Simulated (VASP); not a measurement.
BN:

```
CELL_PARAMETERS angstrom
2.53600 0.00000 0.00000
-1.26800 2.19624 0.00000
0.00000 0.00000 4.19900
ATOMIC_POSITIONS crystal
B 0.66667 0.33333 0.00000
B 0.33333 0.66667 0.50000
N 0.66667 0.33333 0.37500
N 0.33333 0.66667 0.87500
```

Base run:

```yaml
Program: VASP 6.6.1
Functional: r2SCAN
Potentials_or_basis: VASP PAW PBE potentials, release 64 (B, N)
Cutoff: 520 eV
k_mesh: 8 × 8 × 5
Occupations: gaussian, width 0.01 eV
Spin: no spin polarisation
```

Its results: band gap on the k mesh 6.06 eV, indirect (least direct gap 9.03 eV); pressure 4.5 GPa; largest force 0.050 eV/Å.

Problem. The run is repeated on the same cell with these changes: functional from r2SCAN to PBEsol. What comes out?

Solution. Band gap on the k mesh 5.30 eV, indirect (least direct gap 8.25 eV); pressure 2.6 GPa; largest force 0.062 eV/Å.

r2SCAN gives the wider gap, since meta-GGAs in the generalised Kohn-Sham scheme recover part of the derivative discontinuity.

Caveats: the PAW data sets were made with another functional, which shifts forces and pressure a little.

A k mesh can miss the band edges.
